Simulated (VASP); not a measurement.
A run of VASP 6.6.1:

POSCAR

```
C
1.0
    2.4562280000      0.0000000000      0.0000000000
   -1.2281140000      2.1271550000      0.0000000000
    0.0000000000      0.0000000000     24.1339600000
C
4
Direct
    0.0000000000      0.0000000000      0.5704690000
    0.0000000000      0.0000000000      0.4295310000
    0.3333333333      0.6666666667      0.4295250000
    0.6666666667      0.3333333333      0.5704750000
```

The input INCAR.step1:

```
ALGO = Normal
EDIFF = 1E-4
ENCUT = 520
GGA = PE
ISMEAR = 1
LASPH = T
LCHARG = F
LREAL = F
LWAVE = T
NBANDS = 16
NELM = 60
PREC = Accurate
SIGMA = 0.1
```

Contents of INCAR.step2:

```
ALGO = Normal
EDIFF = 1E-6
ENCUT = 520
ISIF = 2
ISMEAR = 1
ISTART = 1
LASPH = T
LCHARG = F
LMIXTAU = T
LREAL = F
LWAVE = F
METAGGA = R2SCAN
NBANDS = 16
NELM = 60
PREC = Accurate
SIGMA = 0.1
```

File KPOINTS:

```
k-points
0
Gamma
  4 4 1
```

Potentials or basis: VASP PAW PBE potentials, release 64 (C).

Run with:

```bash
$ cat potpaw_PBE.64/C/POTCAR > POTCAR
$ cp INCAR.step1 INCAR
$ mpirun -np 1 vasp_std > vasp.out
$ cp INCAR.step2 INCAR
$ mpirun -np 1 vasp_std > vasp.out
```

Hardware: 1 thread of Intel Xeon 8259CL (shared host).

Task: Estimate the wall time of this run.

Result: Wall time 2.7 min on 1 thread of Intel Xeon 8259CL, on a shared host, peak memory 0.23 GiB. Counts: k points 4.
